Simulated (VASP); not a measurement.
# NiO (Fm-3m) in VASP: a series of runs

Aim: see how the results for NiO move with the level of theory and the settings. Levels: revPBE, PBEsol+D4. Tasks: single point.

Program: VASP 6.6.1. These are calculated values, not measurements. Logs are shortened: lines on timing, memory, paths and dates and some standing lists are left out, and cuts for length are marked.

## (1) The cell of the first run

Symmetry: Fm-3m, No. 225, cubic system. The conventional cell has a = 4.199 Å, b = 4.199 Å, c = 4.199 Å, α = 90.00°, β = 90.00°, γ = 90.00°. Within 2.8 Å of Ni (site symmetry m-3m) lie 6 O at 2.10 Å. O (site symmetry m-3m) has 6 Ni at 2.10 Å within 2.8 Å.

## (2) Single point, revPBE, collinear spin, ferromagnetic start

Contents of INCAR:

```
SYSTEM = NiO
PREC     = Accurate       ! precision mode
ENCUT    = 520            ! plane-wave cutoff, eV
EDIFF    = 1E-6           ! SCF threshold, eV
ISMEAR   = -1             ! smearing method
SIGMA    = 0.05           ! smearing width, eV
LREAL    = .FALSE.        ! projectors in reciprocal space
LASPH    = .TRUE.         ! aspherical terms in the spheres
NELM     = 150            ! most SCF steps
ALGO     = Normal         ! electronic algorithm
ISIF     = 2              ! what is computed and relaxed
LWAVE    = .FALSE.        ! write WAVECAR
LCHARG   = .FALSE.        ! write CHGCAR
ISPIN    = 2              ! spin polarisation
MAGMOM   = 1 0            ! initial moments
LORBIT   = 11             ! projections on sites
LMAXMIX  = 4              ! l up to which the mixer works
GGA      = RE             ! functional
NBANDS   = 19             ! bands
```

Contents of KPOINTS:

```
Automatic mesh
0
G
  11 11 11
  0 0 0
```

Contents of POSCAR:

```
NiO
1.0
    0.0000000000      2.0997159621      2.0997159621
    2.0997159621      0.0000000000      2.0997159621
    2.0997159621      2.0997159621      0.0000000000
Ni O
1 1
Direct
    0.0000000000      0.0000000000      0.0000000000
    0.5000000000      0.5000000000      0.5000000000
```

Potentials or basis: VASP PAW PBE potentials, release 64 (Ni, O).

Command:

```
cat potpaw_PBE.64/Ni/POTCAR potpaw_PBE.64/O/POTCAR > POTCAR
mpirun -np 1 vasp_std > vasp.out
```

OUTCAR:

```text
SYSTEM = NiO
   PREC = Accurate
   ENCUT = 520
   EDIFF = 1E-6
   ISMEAR = -1
   LREAL = .FALSE.
   LASPH = .TRUE.
   NELM = 150
   ISIF = 2
   ISPIN = 2
   LORBIT = 11
   GGA = RE

 ion  position               nearest neighbor table
   1  0.000  0.000  0.000-   2 2.10   2 2.10   2 2.10   2 2.10   2 2.10   2 2.10
   2  0.500  0.500  0.500-   1 2.10   1 2.10   1 2.10   1 2.10   1 2.10   1 2.10

  LATTYP: Found a face centered cubic cell.
 ALAT       =     4.1994319242

  Lattice vectors:

 A1 = (   0.0000000000,   2.0997159621,   2.0997159621)
 A2 = (   2.0997159621,   0.0000000000,   2.0997159621)
 A3 = (   2.0997159621,   2.0997159621,   0.0000000000)

Analysis of symmetry for initial positions (statically):
=====================================================================
 Subroutine PRICEL returns:
 Original cell was already a primitive cell.

 Routine SETGRP: Setting up the symmetry group for a
 face centered cubic supercell.

 Subroutine GETGRP returns: Found 48 space group operations
 (whereof 48 operations were pure point group operations)
 out of a pool of 48 trial point group operations.

The static configuration has the point symmetry O_h .

Analysis of symmetry for dynamics (positions and initial velocities):
=====================================================================
 Subroutine PRICEL returns:
 Original cell was already a primitive cell.

 Routine SETGRP: Setting up the symmetry group for a
 face centered cubic supercell.

 Subroutine GETGRP returns: Found 48 space group operations
 (whereof 48 operations were pure point group operations)
 out of a pool of 48 trial point group operations.

The dynamic configuration has the point symmetry O_h .

Analysis of structural, dynamic, and magnetic symmetry:
=====================================================================
 Subroutine PRICEL returns:
 Original cell was already a primitive cell.

 Routine SETGRP: Setting up the symmetry group for a
 face centered cubic supercell.

 Subroutine GETGRP returns: Found 48 space group operations
 (whereof 48 operations were pure point group operations)
 out of a pool of 48 trial point group operations.

The overall configuration has the point symmetry O_h .

 Subroutine INISYM returns: Found 48 space group operations
 (whereof 48 operations are pure point group operations),
 and found     1 'primitive' translations

[... 110 lines left out ...]
   EFERMI_NEDOS =   21; number of points for ismear=-14 and -15
   IALGO  =     38    algorithm
   IMIX   =      4    mixing-type and parameters
     AMIX     =   0.40;   BMIX     =  1.00
     AMIX_MAG =   1.60;   BMIX_MAG =  1.00
  volume/ion in A,a.u.               =       9.26        62.47
  Fermi-wavevector in a.u.,A,eV,Ry     =   1.559352  2.946749 33.083654  2.431580
  Thomas-Fermi vector in A             =   2.662723
   LORBIT       =     11    0 simple, 1 ext, 2 COOP (PROOUT), +10 PAW based schemes
   GGA     = RE    functional components
   LHFCALC =     F    Hartree Fock is set to
   AEXX    =    0.0000 exact exchange contribution
   IVDW    =     0    specifies the selected vdW correction
   LEPSILON=     F    determine dielectric tensor
   LRPA    =     F    only Hartree local field effects (RPA)
 spin polarized calculation
  energy-cutoff  :      520.00
  volume of cell :       18.51
 maximum number of plane-waves:       531
 NGX is ok and might be reduce to    24
   NGX = 11   NGY = 11   NGZ = 11

 number of electron      16.0000011 magnetization       1.8157606

 Free energy of the ion-electron system (eV)
  ---------------------------------------------------
  ext. energy  EPLUGINS =         0.00000000
  ---------------------------------------------------
  free energy    TOTEN  =       -10.74072305 eV

  energy without entropy =      -10.73248826  energy(sigma->0) =      -10.73660566

 E-fermi :   7.7686     XC(G=0): -12.4489

 val. band max:        7.7571283282   @ k =  -0.2727   0.2727   0.0000
 cond. band min:       7.7887887994   @ k =   0.2727   0.1818   0.0000
 fundamental gap:      0.0316604712
 Fermi energy:         7.7686093445

 spin component 1

 k-point     1 :       0.0000    0.0000    0.0000
  band No.  band energies     occupation
      1     -12.4756      1.00000
      2       4.5739      1.00000
      3       4.5740      1.00000
      4       4.8737      1.00000
      5       4.8737      1.00000
      6       4.8737      1.00000
[... 517 lines left out ...]
     18      38.4531      0.00000
     19      39.5850      0.00000

 [... further k-points ...]

 spin component 2

 k-point     1 :       0.0000    0.0000    0.0000
  band No.  band energies     occupation
      1     -12.0164      1.00000
      2       5.4104      1.00000
      3       5.4104      1.00000
      4       5.4104      1.00000
      5       5.9435      1.00000
      6       5.9436      1.00000
[... 517 lines left out ...]
     18      38.8722      0.00000
     19      39.7953      0.00000

 [... further k-points ...]
[... 5 lines left out ...]
  --------------------------------------------------------------------------------------
  -------------------------------------------------------------------------------------
  Total        0.8092996      0.8092996      0.8092996      0.0000000      0.0000000      0.0000000
  in kB       70.0338920     70.0338920     70.0338920      0.0000000      0.0000000      0.0000000
  external PRESSURE =      70.0338920 kB  Pullay stress =       0.0000000 kB

 VOLUME and BASIS-vectors are now :
 -----------------------------------------------------------------------------
  energy-cutoff  :      520.00
  volume of cell :       18.51
      direct lattice vectors                 reciprocal lattice vectors
     0.000000000  2.099715962  2.099715962    -0.238127446  0.238127446  0.238127446
     2.099715962  0.000000000  2.099715962     0.238127446 -0.238127446  0.238127446
     2.099715962  2.099715962  0.000000000     0.238127446  0.238127446 -0.238127446

 POSITION                                       TOTAL-FORCE (eV/Angst)
 -----------------------------------------------------------------------------------
      0.00000      0.00000      0.00000         0.000000      0.000000      0.000000
      2.09972      2.09972      2.09972        -0.000000      0.000000     -0.000000
 -----------------------------------------------------------------------------------
    total drift:                                0.000000     -0.000000     -0.000000

  FREE ENERGIE OF THE ION-ELECTRON SYSTEM (eV)
  ---------------------------------------------------
  free  energy   TOTEN  =       -10.7407230548 eV

  energy  without entropy=      -10.7324882640  energy(sigma->0) =      -10.73660566

 total charge

# of ion       s       p       d       tot
------------------------------------------
    1        0.325   0.391   8.223   8.939
    2        1.560   3.427   0.000   4.987
--------------------------------------------------
tot          1.885   3.819   8.223  13.926

 magnetization (x)

# of ion       s       p       d       tot
------------------------------------------
    1        0.011   0.014   1.467   1.492
    2        0.028   0.252   0.000   0.280
--------------------------------------------------
tot          0.039   0.266   1.467   1.772
```

Run time: 19 s. Hardware: 1 thread of Intel Xeon 6975P-C (Granite Rapids), shared host; peak memory 0.16 GiB.

What came out:

```yaml
Free_energy: -10.7407 eV
Pressure: 7.0 GPa
Net_moment: 1.82 μB per cell
Site_moments: Ni +1.49; O +0.28 μB
Valence_electrons_inside_the_program's_atomic_spheres: Ni 8.94; O 4.99
```

Levels at points of the mesh, in eV from the Fermi level:
Spin up:
```
           k point  band 7  band 8  band 9  band 10  band 11  band 12
(0.00, 0.00, 0.00)   -2.66   -2.66   -2.66     1.49    17.86    18.83
```
Spin down:
| k point | band 3 | band 4 | band 5 | band 6 | band 7 | band 8 | band 9 | band 10 | band 11 | band 12 |
| --- | --- | --- | --- | --- | --- | --- | --- | --- | --- | --- |
| (0.00, 0.00, 0.00) | -2.36 | -2.36 | -1.83 | -1.83 | -1.82 | -0.48 | -0.48 | 1.84 | 17.77 | 19.03 |

Caveat: the PAW data sets were made with another functional, which shifts forces and pressure a little; a cell with one magnetic atom can't hold antiferromagnetic order, which such compounds often take; semilocal functionals often make such compounds metallic where correlation or magnetic order opens a gap, which also shifts bond lengths.

## (3) Single point, PBEsol+D4, collinear spin, ferromagnetic start

This run uses another cell than the first one, of 9.44 Å³/atom, 1.020 times its volume.

Contents of INCAR:

```
PREC = Accurate
ENCUT = 520
EDIFF = 1E-6
ISMEAR = -1
SIGMA = 0.05
LREAL = F
LASPH = T
NELM = 150
ALGO = Normal
ISIF = 2
LWAVE = F
LCHARG = F
ISPIN = 2
MAGMOM = 1 0
LORBIT = 11
LMAXMIX = 4
GGA = PS
IVDW = 13
NBANDS = 19
```

Contents of KPOINTS:

```
Automatic mesh
0
Gamma
  11 11 11
```

Contents of POSCAR:

```
NiO
1.0
    0.0000000000      2.1133508634      2.1133508634
    2.1133508634      0.0000000000      2.1133508634
    2.1133508634      2.1133508634      0.0000000000
Ni O
1 1
Direct
    0.0000000000      0.0000000000      0.0000000000
    0.5000000000      0.5000000000      0.5000000000
```

Potentials or basis: VASP PAW PBE potentials, release 64 (Ni, O).

Command:

```
cat potpaw_PBE.64/Ni/POTCAR potpaw_PBE.64/O/POTCAR > POTCAR
mpirun -np 1 vasp_std > vasp.out
```

OUTCAR:

```text
PREC = Accurate
   ENCUT = 520
   EDIFF = 1E-6
   ISMEAR = -1
   LREAL = F
   LASPH = T
   NELM = 150
   ISIF = 2
   ISPIN = 2
   LORBIT = 11
   GGA = PS
   IVDW = 13

 ion  position               nearest neighbor table
   1  0.000  0.000  0.000-   2 2.11   2 2.11   2 2.11   2 2.11   2 2.11   2 2.11
   2  0.500  0.500  0.500-   1 2.11   1 2.11   1 2.11   1 2.11   1 2.11   1 2.11

  LATTYP: Found a face centered cubic cell.
 ALAT       =     4.2267017268

  Lattice vectors:

 A1 = (   0.0000000000,   2.1133508634,   2.1133508634)
 A2 = (   2.1133508634,   0.0000000000,   2.1133508634)
 A3 = (   2.1133508634,   2.1133508634,   0.0000000000)

Analysis of symmetry for initial positions (statically):
=====================================================================
 Subroutine PRICEL returns:
 Original cell was already a primitive cell.

 Routine SETGRP: Setting up the symmetry group for a
 face centered cubic supercell.

[... 727 lines left out ...]
      5       5.5952      1.00000
      6       5.5952      1.00000
[... 517 lines left out ...]
     18      37.7669      0.00000
     19      38.7075      0.00000

 [... further k-points ...]

------------------------ aborting loop because EDIFF is reached ----------------------------------------

  DFT-D4 for vdW energy calculation

  Edisp (eV):   -0.38497

  FORCE on cell =-STRESS in cart. coord.  units (eV):
  Direction    XX          YY          ZZ          XY          YZ          ZX
  --------------------------------------------------------------------------------------
  -------------------------------------------------------------------------------------
  Total      -1.79293    -1.79293    -1.79293     0.00000     0.00000     0.00000
  in kB    -152.16980  -152.16980  -152.16980     0.00000     0.00000     0.00000
  external pressure =     -152.17 kB  Pullay stress =        0.00 kB

 VOLUME and BASIS-vectors are now :
 -----------------------------------------------------------------------------
  energy-cutoff  :      520.00
  volume of cell :       18.88
      direct lattice vectors                 reciprocal lattice vectors
     0.000000000  2.113350863  2.113350863    -0.236591097  0.236591097  0.236591097
     2.113350863  0.000000000  2.113350863     0.236591097 -0.236591097  0.236591097
     2.113350863  2.113350863  0.000000000     0.236591097  0.236591097 -0.236591097

 POSITION                                       TOTAL-FORCE (eV/Angst)
 -----------------------------------------------------------------------------------
      0.00000      0.00000      0.00000        -0.000000     -0.000000     -0.000000
      2.11335      2.11335      2.11335         0.000000      0.000000      0.000000
 -----------------------------------------------------------------------------------
    total drift:                                0.000000     -0.000000     -0.000000

  FREE ENERGIE OF THE ION-ELECTRON SYSTEM (eV)
  ---------------------------------------------------
  free  energy   TOTEN  =       -12.7241785480 eV

  energy  without entropy=      -12.7104618545  energy(sigma->0) =      -12.71732020

 total charge

# of ion       s       p       d       tot
------------------------------------------
    1        0.322   0.379   8.255   8.956
    2        1.555   3.363   0.000   4.918
--------------------------------------------------
tot          1.877   3.742   8.255  13.874

 magnetization (x)

# of ion       s       p       d       tot
------------------------------------------
    1        0.010   0.013   1.229   1.253
    2        0.025   0.198   0.000   0.223
--------------------------------------------------
tot          0.035   0.212   1.229   1.476
```

stdout:

```text
POSCAR found type information on POSCAR NiO
 POSCAR found :  2 types and       2 ions
 scaLAPACK will be used
 -----------------------------------------------------------------------------
|                                                                             |
|                                                                             |
|     You enforced a specific xc type in the INCAR file but a different       |
|     I HOPE YOU KNOW WHAT YOU ARE DOING!                                     |
|                                                                             |
 -----------------------------------------------------------------------------

 LDA part: xc-table for (Slater+PW92), standard interpolation
 POSCAR, INCAR and KPOINTS ok, starting setup
 FFT: planning ... GRIDC
 FFT: planning ... GRID_SOFT
 FFT: planning ... GRID
 WAVECAR not read
 entering main loop
```

Run time: 16 s. Hardware: 1 thread of Intel Xeon 6975P-C (Granite Rapids), shared host; peak memory 0.16 GiB.

Results:

| Quantity | Value |
| --- | --- |
| Free energy | -12.7242 eV |
| Pressure | -15.2 GPa |
| Net moment | 1.51 μB per cell |
| Site moments | Ni +1.25; O +0.22 μB |
| Valence electrons inside the program's atomic spheres | Ni 8.96; O 4.92 |
| Dispersion energy per atom | -0.192 eV |

Caveat: the PAW data sets were made with another functional, which shifts forces and pressure a little; a cell with one magnetic atom can't hold antiferromagnetic order, which such compounds often take; semilocal functionals often make such compounds metallic where correlation or magnetic order opens a gap, which also shifts bond lengths; pairwise dispersion overbinds metals, which lowers pressure and volume.
